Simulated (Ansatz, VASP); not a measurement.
# Two plane-wave programs on MgO2

```
CELL_PARAMETERS angstrom
1.58382 0.91442 3.45737
-1.58382 0.91442 3.45737
0.00000 -1.82884 3.45737
ATOMIC_POSITIONS crystal
Mg 0.00000 0.00000 0.00000
O 0.42914 0.42914 0.42914
O 0.57086 0.57086 0.57086
```

Alike in both runs: task single point; functional PBEsol; k mesh 12 × 12 × 12; occupations gaussian, width 0.02 eV; no spin polarisation.

|  | VASP | Ansatz |
| --- | --- | --- |
| version | VASP 6.6.1 | Ansatz 0.2.0 |
| potentials or method | VASP PAW PBE potentials, release 64 (Mg, O), cutoff 520 eV | scalar-relativistic, plane waves, PAW |
| valence electrons in the cell | 14 | 22 |

VASP gave:

```
gap on the k mesh at the Fermi level (eV)                     : 2.45
least direct gap on the mesh (eV)                             : 2.45
pressure (GPa)                                                : -0.1
traceless stress, the component that is largest in VASP (GPa) : 1.19
rms of the force components (eV/Å)                            : 0.097
```

Problem. Estimate Ansatz's values.

Solution. gap on the k mesh at the Fermi level (eV): 2.48; least direct gap on the mesh (eV): 2.48; pressure (GPa): 0.0; traceless stress, the component that is largest in VASP (GPa): 0.00; rms of the force components (eV/Å): 0.000.

VASP's potentials were made for PBE, not for PBEsol. Atom by atom the forces differ by 0.097 eV/Å (rms over components). VASP's potentials hold 14 valence electrons a cell and Ansatz's 22, so a difference there can come from the potentials and not from the codes.
